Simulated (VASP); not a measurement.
# TiB3 (Pmm2) in VASP: single point with PBE

Aim: the single point of TiB3 with PBE.

All numbers are computed with VASP 6.6.1; they aren't measurements. Logs are shortened: lines on timing, memory, paths and dates and some standing lists are left out, and cuts for length are marked.

### 1 The cell of the first run

Symmetry: Pmm2, No. 25, orthorhombic system. The conventional cell has a = 2.479 Å, b = 4.086 Å, c = 4.278 Å, α = 90.00°, β = 90.00°, γ = 90.00°. Within 3.3 Å of Ti (site symmetry mm2) lie 10 B at 2.47 to 2.49 Å and 2 Ti at 2.48 Å. Within 3.3 Å of B (site symmetry mm2) lie 4 Ti at 2.47 to 2.48 Å and 8 B at 2.48 to 2.50 Å. B (site symmetry mm2) has 8 B at 2.45 to 2.50 Å and 4 Ti at 2.49 Å within 3.2 Å. B (site symmetry mm2) has 10 B at 2.45 to 2.50 Å and 2 Ti at 2.48 Å within 3.2 Å.

### 2 Single point, PBE (Al replaced by B, lengths x 0.873, strained)

Contents of INCAR:

```
SYSTEM = TiB3
ALGO = Normal
EDIFF = 1E-7
ENCUT = 520
GGA = PE
ISIF = 2
ISMEAR = 0
LASPH = .True.
LCHARG = .True.
LELF = .True.
LREAL = .False.
LVHAR = .True.
LWAVE = .False.
NBANDS = 18
NELM = 100
PREC = Accurate
SIGMA = 0.1
```

Contents of KPOINTS:

```
k-points
0
Gamma
  16 10 10
  0 0 0
```

Contents of POSCAR:

```
TiB3
1.0
    2.4788343244      0.0000000000      0.0000000000
    0.0000000000      4.0864076741      0.0000000000
    0.0000000000      0.0000000000      4.2779962244
Ti B
1 3
Direct
    0.0000000000      0.5000000000      0.1659160000
    0.5000000000      0.5000000000      0.6672710000
    0.5000000000      0.0000000000      0.3309120000
    0.0000000000      0.0000000000      0.8359000000
```

Potentials or basis: VASP PAW PBE potentials, release 64 (Ti_sv, B).

Started as:

```
$ cat potpaw_PBE.64/Ti_sv/POTCAR potpaw_PBE.64/B/POTCAR > POTCAR
$ mpirun -np 1 vasp_std > vasp.out
```

OUTCAR:

```text
SYSTEM = TiB3
   EDIFF = 1E-7
   ENCUT = 520
   GGA = PE
   ISIF = 2
   ISMEAR = 0
   LASPH = .True.
   LREAL = .False.
   NELM = 100
   PREC = Accurate

 ion  position               nearest neighbor table
   1  0.000  0.500  0.166-   2 2.47   2 2.47   2 2.48   2 2.48   4 2.48   4 2.48   3 2.49   3 2.49
                             3 2.49   3 2.49
   2  0.500  0.500  0.667-   1 2.47   1 2.47   1 2.48   1 2.48
   3  0.500  0.000  0.331-   1 2.49   1 2.49   1 2.49   1 2.49
   4  0.000  0.000  0.836-   1 2.48   1 2.48

  LATTYP: Found a simple orthorhombic cell.
 ALAT       =     2.4788343244
 B/A-ratio  =     1.6485198845
 C/A-ratio  =     1.7258096607

  Lattice vectors:

 A1 = (   2.4788343244,   0.0000000000,   0.0000000000)
 A2 = (   0.0000000000,   4.0864076741,   0.0000000000)
 A3 = (   0.0000000000,   0.0000000000,   4.2779962244)

Analysis of symmetry for initial positions (statically):
=====================================================================
 Subroutine PRICEL returns:
 Original cell was already a primitive cell.

 Routine SETGRP: Setting up the symmetry group for a
 simple orthorhombic supercell.

 Subroutine GETGRP returns: Found  4 space group operations
 (whereof  4 operations were pure point group operations)
 out of a pool of  8 trial point group operations.

The static configuration has the point symmetry C_2v.

Analysis of symmetry for dynamics (positions and initial velocities):
=====================================================================
 Subroutine PRICEL returns:
 Original cell was already a primitive cell.

 Routine SETGRP: Setting up the symmetry group for a
 simple orthorhombic supercell.

 Subroutine GETGRP returns: Found  4 space group operations
 (whereof  4 operations were pure point group operations)
 out of a pool of  8 trial point group operations.

The dynamic configuration has the point symmetry C_2v.

 Subroutine INISYM returns: Found  4 space group operations
 (whereof  4 operations are pure point group operations),
 and found     1 'primitive' translations

----------------------------------------------------------------------------------------

                                     Primitive cell

  volume of cell :      43.3341

[... 90 lines left out ...]
   ENCUT  =  520.0 eV  38.22 Ry    6.18 a.u.   4.61  7.60  7.95*2*pi/ulx,y,z
   NELM   =    100;   NELMIN=  2; NELMDL= -5     # of ELM steps
   EDIFF  = 0.1E-06   stopping-criterion for ELM
   LREAL  =      F    real-space projection
   EDIFFG = 0.1E-05   stopping-criterion for IOM
   NSW    =      0    number of steps for IOM
   IBRION =     -1    ionic relax: 0-MD 1-quasi-New 2-CG
   NFREE  =      0    steps in history (QN), initial steepest desc. (CG)
   ISIF   =      2    stress and relaxation
   ISYM   =      2    0-nonsym 1-usesym 2-fastsym
   POTIM  = 0.5000    time-step for ionic-motion
   TEBEG  =    0.0;   TEEND  =   0.0 temperature during run
   PSTRESS=    0.0 pullay stress
   NELECT =      21.0000    total number of electrons
   NUPDOWN=      -1.0000    fix difference up-down
   EMIN   =  10.00;   EMAX   =-10.00  energy-range for DOS
   EFERMI =   0.00;   METHOD = LEGACY
   ISMEAR =     0;   SIGMA  =   0.10  broadening in eV -4-tet -1-fermi 0-gaus
   EFERMI_NEDOS =   21; number of points for ismear=-14 and -15
   IALGO  =     38    algorithm
   IMIX   =      4    mixing-type and parameters
     AMIX     =   0.40;   BMIX     =  1.00
     AMIX_MAG =   1.60;   BMIX_MAG =  1.00
  volume/ion in A,a.u.               =      10.83        73.11
  Fermi-wavevector in a.u.,A,eV,Ry     =   1.285893  2.429985 22.497506  1.653520
  Thomas-Fermi vector in A             =   2.418000
   LORBIT       =      0    0 simple, 1 ext, 2 COOP (PROOUT), +10 PAW based schemes
   GGA     = PE    functional components
   LHFCALC =     F    Hartree Fock is set to
   AEXX    =    0.0000 exact exchange contribution
   IVDW    =     0    specifies the selected vdW correction
   LEPSILON=     F    determine dielectric tensor
   LRPA    =     F    only Hartree local field effects (RPA)
 non-spin polarized calculation
 Gauss-broadening in eV      SIGMA  =   0.10
  energy-cutoff  :      520.00
  volume of cell :       43.33
 maximum number of plane-waves:      1190
   NGX =  9   NGY = 15   NGZ = 15

 number of electron      21.0000008 magnetization

 Free energy of the ion-electron system (eV)
  ---------------------------------------------------
  ext. energy  EPLUGINS =         0.00000000
  ---------------------------------------------------
  free energy    TOTEN  =       -23.72923099 eV

  energy without entropy =      -23.71740271  energy(sigma->0) =      -23.72331685

 E-fermi :   6.2037     XC(G=0): -11.4763

 val. band max:        6.2016542095   @ k =   0.2500   0.3000   0.5000
 cond. band min:       6.2052603606   @ k =   0.1250   0.4000   0.3000
 fundamental gap:      0.0036061511
 Fermi energy:         6.2037261579

 k-point     1 :       0.0000    0.0000    0.0000
  band No.  band energies     occupation
      1     -50.0339      2.00000
      2     -26.3125      2.00000
      3     -26.3123      2.00000
      4     -25.5414      2.00000
      5      -5.3618      2.00000
      6      -0.0919      2.00000
[... 481 lines left out ...]
      5      -3.0313      2.00000
      6       0.9164      2.00000
[... 10 lines left out ...]
     17      10.8334      0.00000
     18      11.7415      0.00000

 [... further k-points ...]

------------------------ aborting loop because EDIFF is reached ----------------------------------------

  FORCE on cell =-STRESS in cart. coord.  units (eV):
  Direction    XX          YY          ZZ          XY          YZ          ZX
  --------------------------------------------------------------------------------------
  -------------------------------------------------------------------------------------
  Total       -4.6519572     -7.4675287     -8.4342042      0.0000000      0.0000000      0.0000000
  in kB     -171.9953477   -276.0945866   -311.8351756      0.0000000      0.0000000      0.0000000
  external PRESSURE =    -253.3083699 kB  Pullay stress =       0.0000000 kB

 VOLUME and BASIS-vectors are now :
 -----------------------------------------------------------------------------
  energy-cutoff  :      520.00
  volume of cell :       43.33
      direct lattice vectors                 reciprocal lattice vectors
     2.478834324  0.000000000  0.000000000     0.403415424  0.000000000  0.000000000
     0.000000000  4.086407674  0.000000000     0.000000000  0.244713714  0.000000000
     0.000000000  0.000000000  4.277996224     0.000000000  0.000000000  0.233754297

 POSITION                                       TOTAL-FORCE (eV/Angst)
 -----------------------------------------------------------------------------------
      0.00000      2.04320      0.70979         0.000000      0.000000     -0.155161
      1.23942      2.04320      2.85458         0.000000      0.000000      0.270235
      1.23942      0.00000      1.41564         0.000000      0.000000      0.190286
      0.00000      0.00000      3.57598         0.000000      0.000000     -0.305359
 -----------------------------------------------------------------------------------
    total drift:                                0.000000      0.000000     -0.000074

  FREE ENERGIE OF THE ION-ELECTRON SYSTEM (eV)
  ---------------------------------------------------
  free  energy   TOTEN  =       -23.7292309936 eV

  energy  without entropy=      -23.7174027112  energy(sigma->0) =      -23.72331685
```

Wall time 6 min (1 thread of Intel Xeon 8259CL, shared host); peak memory 0.34 GiB.

Results:

* Free energy: -23.7292 eV
* Pressure: -25.3 GPa
* Largest force: 0.305 eV/Å
* Band gap on the k mesh: zero (an odd number of electrons rules out a gap without spin polarisation)

Forces in eV/Å, atoms in the order of the input:
```
Ti   0.000  0.000 -0.155
B    0.000  0.000  0.270
B    0.000  0.000  0.190
B    0.000  0.000 -0.305
```

Stress tensor (GPa, compression positive):
```
-17.20   0.00   0.00
  0.00 -27.61   0.00
  0.00   0.00 -31.18
```

Levels at points of the mesh, in eV from the Fermi level:
```
           k point  band 8  band 9  band 10  band 11  band 12  band 13  band 14  band 15
(0.00, 0.00, 0.00)   -3.98   -2.50    -0.88    -0.52     2.21     3.64     3.74     4.04
(0.50, 0.00, 0.00)   -2.57   -2.50    -0.53     0.62     0.95     2.03     2.29     3.12
(0.00, 0.50, 0.00)   -3.76   -2.35    -1.25    -0.35     3.10     3.71     3.75     5.02
(0.50, 0.50, 0.00)   -3.91   -2.60    -0.64    -0.63     1.23     1.48     1.71     3.94
(0.00, 0.00, 0.50)   -2.73   -2.55    -0.75    -0.54     3.03     3.48     3.75     3.82
(0.50, 0.00, 0.50)   -4.04   -2.02    -0.13     0.02     1.20     1.57     2.09     2.61
(0.00, 0.50, 0.50)   -4.96   -0.40    -0.14     1.31     3.22     3.23     3.85     4.57
(0.50, 0.50, 0.50)   -3.65   -3.41    -3.25    -0.66     1.68     2.15     2.82     3.18
```

Caveat: the cell differs from its parent crystal (Al replaced by B, lengths x 0.873, strained); the stress differs along the axes, from -31 to -17 GPa.
